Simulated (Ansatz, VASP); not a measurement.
## C in VASP and in Ansatz

```
C
1.0
     5.62833    0.00000    0.00000
    -2.81417    4.87428    0.00000
     0.00000    0.00000    1.27833
C
3
Direct
  0.00000 0.00000 0.00000
  0.33333 0.66667 0.50000
  0.66667 0.33333 0.50000
```

Alike in both runs: functional r2SCAN; k mesh 3 × 3 × 12; occupations gaussian, width 0.1 eV; no spin polarisation.

Ansatz relaxed the structure, and its values are those at the end. VASP's run is a single point on that final structure, the one shown.

|  | VASP | Ansatz |
| --- | --- | --- |
| version | VASP 6.6.1 | Ansatz 0.2.0 |
| potentials or method | VASP PAW PBE potentials, release 64 (C), cutoff 520 eV | scalar-relativistic, plane waves, PAW |
| valence electrons in the cell | 12 | 12 |

```csv
,VASP,Ansatz,Ansatz less VASP
gap on the k mesh at the Fermi level (eV),none,none,-
pressure (GPa),0.1,0.1,+0.01
```

VASP's potentials were made for PBE, not for r2SCAN. A gap of «none» marks a metal or a gap that the smearing closes.

The k mesh is coarse, so the values compare programs but aren't converged.
